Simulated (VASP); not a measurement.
# Be (P6_3/mmc) in VASP: a series of runs

The runs below take Be through vibrations by perturbation theory, with PBEsol.

All numbers are computed with VASP 6.6.1; they aren't measurements. Logs are shortened: lines on timing, memory, paths and dates and some standing lists are left out, and cuts for length are marked.

### Step 1. The cell of the first run

The structure is hexagonal, space group P6_3/mmc (No. 194). The conventional cell has a = 2.273 Å, b = 2.273 Å, c = 3.574 Å, α = 90.00°, β = 90.00°, γ = 120.00°. Be (site symmetry -6m2) has 12 Be at 2.22 to 2.27 Å within 2.9 Å.

### Step 2. Vibrations by perturbation theory, PBEsol (volume scaled by 1.020)

File INCAR:

```
SYSTEM = Be
ALGO     = Normal         ! electronic algorithm
EDIFF    = 1E-8           ! SCF threshold, eV
ENCUT    = 520            ! plane-wave cutoff, eV
GGA      = PS             ! functional
IBRION   = 8              ! ionic algorithm
ISIF     = 2              ! what is computed and relaxed
ISMEAR   = -1             ! smearing method
LASPH    = .TRUE.         ! aspherical terms in the spheres
LCHARG   = .FALSE.        ! write CHGCAR
LREAL    = .FALSE.        ! projectors in reciprocal space
LWAVE    = .FALSE.        ! write WAVECAR
NELM     = 100            ! most SCF steps
NSW      = 1              ! ionic steps
PREC     = Accurate       ! precision mode
SIGMA    = 0.05           ! smearing width, eV
```

File KPOINTS:

```
k-points
0
G
  16 16 10
  0 0 0
```

File POSCAR:

```
Be
1.0
    2.2730363280      0.0000000000      0.0000000000
   -1.1365181640      1.9685072038      0.0000000000
    0.0000000000      0.0000000000      3.5737882569
Be
2
Direct
    0.3333333333      0.6666666667      0.2500000000
    0.6666666667      0.3333333333      0.7500000000
```

Potentials or basis: VASP PAW PBE potentials, release 64 (Be).

On the command line:

```
cat potpaw_PBE.64/Be/POTCAR > POTCAR
mpirun -np 1 vasp_std > vasp.out
```

OUTCAR:

```text
SYSTEM = Be
   EDIFF = 1E-8
   ENCUT = 520
   GGA = PS
   IBRION = 8
   ISIF = 2
   ISMEAR = -1
   LASPH = .TRUE.
   LREAL = .FALSE.
   NELM = 100
   NSW = 1
   PREC = Accurate

 ion  position               nearest neighbor table
   1  0.333  0.667  0.250-   2 2.22   2 2.22   2 2.22   2 2.22   2 2.22   2 2.22
   2  0.667  0.333  0.750-   1 2.22   1 2.22   1 2.22   1 2.22   1 2.22   1 2.22

  LATTYP: Found a hexagonal cell.
 ALAT       =     2.2730363280
 C/A-ratio  =     1.5722530313

  Lattice vectors:

 A1 = (   2.2730363280,   0.0000000000,   0.0000000000)
 A2 = (  -1.1365181640,   1.9685072038,   0.0000000000)
 A3 = (   0.0000000000,   0.0000000000,   3.5737882569)

Analysis of symmetry for initial positions (statically):
=====================================================================
 Subroutine PRICEL returns:
 Original cell was already a primitive cell.

 Routine SETGRP: Setting up the symmetry group for a
 hexagonal supercell.

 Subroutine GETGRP returns: Found 24 space group operations
 (whereof 12 operations were pure point group operations)
 out of a pool of 24 trial point group operations.

The static configuration has the point symmetry D_3d.
 The point group associated with its full space group is D_6h.

Analysis of symmetry for dynamics (positions and initial velocities):
=====================================================================
 Subroutine PRICEL returns:
 Original cell was already a primitive cell.

 Routine SETGRP: Setting up the symmetry group for a
 hexagonal supercell.

 Subroutine GETGRP returns: Found 24 space group operations
 (whereof 12 operations were pure point group operations)
 out of a pool of 24 trial point group operations.

The dynamic configuration has the point symmetry D_3d.
 The point group associated with its full space group is D_6h.

 Subroutine INISYM returns: Found 24 space group operations
 (whereof 12 operations are pure point group operations),
 and found     1 'primitive' translations

----------------------------------------------------------------------------------------

                                     Primitive cell

  volume of cell :      15.9909

  direct lattice vectors                    reciprocal lattice vectors
     2.273036328  0.000000000  0.000000000     0.439940175  0.253999578  0.000000000
    -1.136518164  1.968507204  0.000000000     0.000000000  0.507999157  0.000000000
     0.000000000  0.000000000  3.573788257     0.000000000  0.000000000  0.279815123

  length of vectors
     2.273036328  2.273036328  3.573788257     0.507999157  0.507999157  0.279815123

  position of ions in fractional coordinates (direct lattice)
     0.333333333  0.666666667  0.250000000
     0.666666667  0.333333333  0.750000000

  ion indices of the primitive-cell ions
   primitive index   ion index
                 1           1
                 2           2

----------------------------------------------------------------------------------------

 KPOINTS: k-points

Automatic generation of k-mesh.
 Grid dimensions read from file:
 generate k-points for:   16   16   10

 Generating k-lattice:

  Cartesian coordinates                     Fractional coordinates (reciprocal lattice)
     0.027496261  0.015874974  0.000000000     0.062500000 -0.000000000  0.000000000
     0.000000000  0.031749947  0.000000000     0.000000000  0.062500000  0.000000000
     0.000000000  0.000000000  0.027981512     0.000000000  0.000000000  0.100000000

  Length of vectors
     0.031749947  0.031749947  0.027981512

  Shift w.r.t. Gamma in fractional coordinates (k-lattice)
     0.000000000  0.000000000  0.000000000

 Subroutine IBZKPT returns following result:
 ===========================================

 Found    180 irreducible k-points:

 Following reciprocal coordinates:
            Coordinates               Weight
  0.000000  0.000000  0.000000      1.000000
  0.062500  0.000000  0.000000      6.000000
  0.125000  0.000000  0.000000      6.000000
  0.187500  0.000000  0.000000      6.000000
  0.250000  0.000000  0.000000      6.000000
  0.312500  0.000000  0.000000      6.000000
[... 16 lines left out ...]
  0.187500  0.187500  0.000000      6.000000
  0.250000  0.187500  0.000000     12.000000
[... 25 lines left out ...]
   ISIF   =      2    stress and relaxation
   ISYM   =      2    0-nonsym 1-usesym 2-fastsym
   POTIM  = 0.5000    time-step for ionic-motion
   TEBEG  =    0.0;   TEEND  =   0.0 temperature during run
   PSTRESS=    0.0 pullay stress
   NELECT =       4.0000    total number of electrons
   NUPDOWN=      -1.0000    fix difference up-down
   EMIN   =  10.00;   EMAX   =-10.00  energy-range for DOS
   EFERMI =   0.00;   METHOD = LEGACY
   ISMEAR =    -1;   SIGMA  =   0.05  broadening in eV -4-tet -1-fermi 0-gaus
   EFERMI_NEDOS =   21; number of points for ismear=-14 and -15
   IALGO  =     38    algorithm
   IMIX   =      4    mixing-type and parameters
     AMIX     =   0.40;   BMIX     =  1.00
     AMIX_MAG =   1.60;   BMIX_MAG =  1.00
  volume/ion in A,a.u.               =       8.00        53.96
  Fermi-wavevector in a.u.,A,eV,Ry     =   1.031504  1.949259 14.476595  1.064000
  Thomas-Fermi vector in A             =   2.165655
   LORBIT       =      0    0 simple, 1 ext, 2 COOP (PROOUT), +10 PAW based schemes
   GGA     = PS    functional components
   LHFCALC =     F    Hartree Fock is set to
   AEXX    =    0.0000 exact exchange contribution
   IVDW    =     0    specifies the selected vdW correction
   LEPSILON=     F    determine dielectric tensor
   LRPA    =     F    only Hartree local field effects (RPA)
 non-spin polarized calculation
  energy-cutoff  :      520.00
  volume of cell :       15.99
 maximum number of plane-waves:       446
 NGX is ok and might be reduce to    18
   NGX =  9   NGY =  9   NGZ = 13

--------------------------------------- Ionic step        1  -------------------------------------------

 number of electron       4.0000000 magnetization

 Free energy of the ion-electron system (eV)
  ---------------------------------------------------
  ext. energy  EPLUGINS =         0.00000000
  ---------------------------------------------------
  free energy    TOTEN  =        -7.99975894 eV

  energy without entropy =       -7.99887941  energy(sigma->0) =       -7.99931918

 E-fermi :   6.8720     XC(G=0): -10.5713

 val. band max:        6.5593611283   @ k =   0.2500   0.1250   0.0000
 cond. band min:       6.8763742748   @ k =   0.3125   0.1250   0.0000
 fundamental gap:      0.3170131465
 Fermi energy:         6.8719751822

 k-point     1 :       0.0000    0.0000    0.0000
  band No.  band energies     occupation
      1      -4.3581      2.00000
      2       2.5187      2.00000
      3       8.0381      0.00000
      4      22.7476      0.00000
      5      22.7476      0.00000
      6      25.5791      0.00000
[... 199 lines left out ...]
 k-point    24 :       0.2500    0.1875    0.0000
  band No.  band energies     occupation
      1      -0.2164      2.00000
      2       7.8286      0.00000
      3       7.9280      0.00000
      4      10.7374      0.00000
      5      14.5043      0.00000
      6      18.7398      0.00000

 [... further k-points ...]

------------------------ aborting loop because EDIFF is reached ----------------------------------------

  FORCE on cell =-STRESS in cart. coord.  units (eV):
  Direction    XX          YY          ZZ          XY          YZ          ZX
  --------------------------------------------------------------------------------------
  -------------------------------------------------------------------------------------
  Total       -0.1948527     -0.1948527     -0.2191283      0.0000000     -0.0000000      0.0000000
  in kB      -19.5229245    -19.5229245    -21.9551682      0.0000000     -0.0000000      0.0000000
  external PRESSURE =     -20.3336724 kB  Pullay stress =       0.0000000 kB

 VOLUME and BASIS-vectors are now :
 -----------------------------------------------------------------------------
  energy-cutoff  :      520.00
  volume of cell :       15.99
      direct lattice vectors                 reciprocal lattice vectors
     2.273036328  0.000000000  0.000000000     0.439940175  0.253999578  0.000000000
    -1.136518164  1.968507204  0.000000000     0.000000000  0.507999157  0.000000000
     0.000000000  0.000000000  3.573788257     0.000000000  0.000000000  0.279815123

 POSITION                                       TOTAL-FORCE (eV/Angst)
 -----------------------------------------------------------------------------------
     -0.00000      1.31234      0.89345         0.000000      0.000000      0.000000
      1.13652      0.65617      2.68034        -0.000000     -0.000000      0.000000
 -----------------------------------------------------------------------------------
    total drift:                                0.000000     -0.000000      0.000000

  FREE ENERGIE OF THE ION-ELECTRON SYSTEM (eV)
  ---------------------------------------------------
  free  energy   TOTEN  =        -7.9997589432 eV

  energy  without entropy=       -7.9988794099  energy(sigma->0) =       -7.99931918

[... ionic steps 2 to 3 ...]

--------------------------------------- Ionic step        4  -------------------------------------------

------------------------ aborting loop because EDIFF is reached ----------------------------------------

[... ionic steps 5 to 5 ...]

--------------------------------------- Ionic step        6  -------------------------------------------

 Free energy of the ion-electron system (eV)
  ---------------------------------------------------
  ---------------------------------------------------
  free energy    TOTEN  =        -0.01464784 eV

  energy without entropy =       -0.01464784

------------------------ aborting loop because EDIFF is reached ----------------------------------------

 INTERNAL STRAIN TENSOR  FOR ION    1  DIRECTION 3   (eV/Angst):
 -----------------------------------------------------------------------------
     0.00446  0.00000  0.00000
     0.00000  0.00446 -0.00000
     0.00000 -0.00000 -0.00882

 INTERNAL STRAIN TENSOR FOR ION    2 for displacements in x,y,z  (eV/Angst):
          X           Y           Z          XY          YZ          ZX
  --------------------------------------------------------------------------------
  x     0.00000     0.00000     0.00000     2.28030     0.00000     0.00000
  y     2.28030    -2.28030     0.00000     0.00000     0.00000     0.00000
  z    -0.00000     0.00000     0.00000     0.00000     0.00000     0.00000

 SECOND DERIVATIVES (NOT SYMMETRIZED)
 ------------------------------------
               1X          1Y          1Z          2X          2Y          2Z
  1X    -3.576628    0.000000    0.000000    3.576628    0.000000    0.000000
  1Y     0.000000   -3.576628    0.000000    0.000000    3.576628    0.000000
  1Z     0.000000    0.000000   -7.864698   -0.000000    0.000000    7.864698
  2X     3.576628    0.000000    0.000000   -3.576628    0.000000    0.000000
  2Y     0.000000    3.576628    0.000000    0.000000   -3.576628    0.000000
  2Z    -0.000000    0.000000    7.864698    0.000000    0.000000   -7.864698

 Eigenvectors and eigenvalues of the dynamical matrix
 ----------------------------------------------------

   1 f  =   20.652473 THz   129.763318 2PiTHz  688.892363 cm-1    85.411729 meV
             X         Y         Z           dx          dy          dz
     -0.000000  1.312338  0.893447    -0.000000    0.000000    0.707107
      1.136518  0.656169  2.680341     0.000000   -0.000000   -0.707107
[... 16 lines left out ...]
   5 f  =    0.000000 THz     0.000001 2PiTHz    0.000004 cm-1     0.000000 meV
             X         Y         Z           dx          dy          dz
     -0.000000  1.312338  0.893447     0.705020   -0.051500    0.017167
      1.136518  0.656169  2.680341     0.705020   -0.051500    0.017167

   6 f/i=    0.000000 THz     0.000001 2PiTHz    0.000005 cm-1     0.000001 meV
             X         Y         Z           dx          dy          dz
     -0.000000  1.312338  0.893447    -0.012077   -0.366797   -0.604412
      1.136518  0.656169  2.680341    -0.012077   -0.366797   -0.604412

--------------------------------------------------------------------------------------------------------

 ELASTIC MODULI CONTR FROM IONIC RELAXATION (kBar)
 Direction    XX          YY          ZZ          XY          YZ          ZX
 --------------------------------------------------------------------------------
 XX        -145.6627    145.6627     -0.0000      0.0000     -0.0000      0.0000
 YY         145.6627   -145.6627      0.0000     -0.0000      0.0000      0.0000
 ZZ          -0.0000      0.0000     -0.0000     -0.0000     -0.0000      0.0000
 XY           0.0000     -0.0000     -0.0000   -145.6627     -0.0000      0.0000
 YZ          -0.0000      0.0000     -0.0000     -0.0000     -0.0000      0.0000
 ZX           0.0000      0.0000      0.0000      0.0000      0.0000      0.0000
 --------------------------------------------------------------------------------
```

It took 76 s on 1 thread of Intel Xeon 6975P-C, shared host; peak memory 0.26 GiB.

What came out:

```yaml
Highest_phonon_frequency_at_Γ: 689 cm⁻¹
```

Phonon frequencies in cm⁻¹ (negative: imaginary):
```csv
q point,frequencies
"(0.000, 0.000, 0.000)",0 0 0 465 465 689
```

Caveat: the cell wasn't relaxed at this level first, which shifts response properties; the PAW data sets were made with another functional, which shifts forces and pressure a little.

### Step 3. Vibrations by perturbation theory, PBEsol (volume scaled by 1.020)

File INCAR:

```
ALGO     = Normal         # electronic algorithm
EDIFF    = 1E-8           # SCF threshold, eV
ENCUT    = 520            # plane-wave cutoff, eV
GGA      = PS             # functional
IBRION   = 8              # ionic algorithm
ISIF     = 2              # what is computed and relaxed
ISMEAR   = -1             # smearing method
LASPH    = T              # aspherical terms in the spheres
LCHARG   = F              # write CHGCAR
LREAL    = F              # projectors in reciprocal space
LWAVE    = F              # write WAVECAR
NBANDS   = 9              # bands
NELM     = 80             # most SCF steps
NSW      = 1              # ionic steps
PREC     = Accurate       # precision mode
SIGMA    = 0.05           # smearing width, eV
```

File KPOINTS:

```
k-points
0
Gamma
  16 16 10
```

POSCAR is that of step 2.

Potentials or basis: VASP PAW PBE potentials, release 64 (Be).

On the command line:

```
cat potpaw_PBE.64/Be/POTCAR > POTCAR
mpirun -np 1 vasp_std > vasp.out
```

OUTCAR:

```text
EDIFF = 1E-8
   ENCUT = 520
   GGA = PS
   IBRION = 8
   ISIF = 2
   ISMEAR = -1
   LASPH = T
   LREAL = F
   NELM = 80
   NSW = 1
   PREC = Accurate

 ion  position               nearest neighbor table
   1  0.333  0.667  0.250-   2 2.22   2 2.22   2 2.22   2 2.22   2 2.22   2 2.22
   2  0.667  0.333  0.750-   1 2.22   1 2.22   1 2.22   1 2.22   1 2.22   1 2.22

  LATTYP: Found a hexagonal cell.
 ALAT       =     2.2730363280
 C/A-ratio  =     1.5722530313

  Lattice vectors:

[... 549 lines left out ...]
  2X     3.576628    0.000000    0.000000   -3.576628    0.000000    0.000000
  2Y     0.000000    3.576628    0.000000    0.000000   -3.576628    0.000000
  2Z    -0.000000    0.000000    7.859203    0.000000   -0.000000   -7.859203

 Eigenvectors and eigenvalues of the dynamical matrix
 ----------------------------------------------------

   1 f  =   20.645257 THz   129.717973 2PiTHz  688.651633 cm-1    85.381882 meV
             X         Y         Z           dx          dy          dz
     -0.000000  1.312338  0.893447    -0.000000    0.000000    0.707107
      1.136518  0.656169  2.680341     0.000000    0.000000   -0.707107
[... 16 lines left out ...]
   5 f  =    0.000000 THz     0.000000 2PiTHz    0.000000 cm-1     0.000000 meV
             X         Y         Z           dx          dy          dz
     -0.000000  1.312338  0.893447    -0.000000    0.000000    0.707107
      1.136518  0.656169  2.680341     0.000000    0.000000    0.707107

   6 f/i=    0.000000 THz     0.000001 2PiTHz    0.000004 cm-1     0.000000 meV
             X         Y         Z           dx          dy          dz
     -0.000000  1.312338  0.893447     0.707107    0.000000   -0.000000
      1.136518  0.656169  2.680341     0.707107    0.000000    0.000000

--------------------------------------------------------------------------------------------------------

 ELASTIC MODULI CONTR FROM IONIC RELAXATION (kBar)
 Direction    XX          YY          ZZ          XY          YZ          ZX
 --------------------------------------------------------------------------------
 XX        -145.6627    145.6627      0.0000     -0.0000     -0.0000      0.0000
 YY         145.6627   -145.6627      0.0000      0.0000     -0.0000      0.0000
 ZZ           0.0000      0.0000     -0.0000     -0.0000      0.0000      0.0000
 XY          -0.0000      0.0000     -0.0000   -145.6627      0.0000      0.0000
 YZ          -0.0000     -0.0000      0.0000      0.0000     -0.0000      0.0000
 ZX           0.0000      0.0000      0.0000      0.0000      0.0000      0.0000
 --------------------------------------------------------------------------------
```

stdout:

```text
POSCAR found type information on POSCAR Be
 POSCAR found :  1 types and       2 ions
 scaLAPACK will be used
 -----------------------------------------------------------------------------
|                                                                             |
|                                                                             |
|     You enforced a specific xc type in the INCAR file but a different       |
|     I HOPE YOU KNOW WHAT YOU ARE DOING!                                     |
|                                                                             |
 -----------------------------------------------------------------------------

 LDA part: xc-table for (Slater+PW92), standard interpolation
 POSCAR, INCAR and KPOINTS ok, starting setup
 FFT: planning ... GRIDC
 FFT: planning ... GRID_SOFT
 FFT: planning ... GRID
 WAVECAR not read
 entering main loop
 Linear response reoptimize wavefunctions to high precision
 Linear response DOF=           2
 Linear response progress:
 first order change of Fermi-energy   0.24887E-05
 force on displaced ion       1 direction 1 :  -3.577   0.000   0.000
 Linear response progress:
 first order change of Fermi-energy   0.86770E-06
 force on displaced ion       1 direction 3 :   0.000   0.000  -7.859
 Linear response finished
```

Wall time 1.8 min (1 thread of Intel Xeon 6975P-C, shared host); peak memory 0.31 GiB.

What came out:

```yaml
Highest_phonon_frequency_at_Γ: 689 cm⁻¹
```

Phonon frequencies in cm⁻¹ (negative: imaginary):
| q point | frequencies |
| --- | --- |
| (0.000, 0.000, 0.000) | 0 0 0 465 465 689 |

Caveat: the cell wasn't relaxed at this level first, which shifts response properties; the PAW data sets were made with another functional, which shifts forces and pressure a little.
